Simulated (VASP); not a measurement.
Runs of VASP 6.6.1 on ZnS. The structure is that of space group P6_3mc (No. 186), or close to it. The cells are those of the table. 

```csv
cell,gap on the mesh (eV),pressure (GPa),largest force (eV/Å)
"a = 3.845, b = 3.845, c = 6.400 Å, angles 90.0, 90.0, 120.0°, 4 atoms",1.98,-0.9,0.07
"a = 3.845, b = 3.845, c = 6.274 Å, angles 90.0, 90.0, 120.0°, 4 atoms",2.11,0.5,0.03
"a = 3.845, b = 3.845, c = 6.431 Å, angles 90.0, 90.0, 120.0°, 4 atoms",(b),-1.2,(a)
"a = 3.845, b = 3.845, c = 6.242 Å, angles 90.0, 90.0, 120.0°, 4 atoms",2.15,0.9,0.06
"a = 3.845, b = 3.845, c = 6.416 Å, angles 90.0, 90.0, 120.0°, 4 atoms",1.97,-1.0,0.08
```

Alike in all rows: task single point; level PBE; potentials or basis VASP PAW PBE potentials, release 64 (Zn, S); no spin polarisation; k mesh 12 × 12 × 4; cutoff (eV) 520; smearing gaussian 0.05 eV.

Estimate the missing entries.

(a) 0.09; (b) 1.95.

A k mesh can miss the band edges.
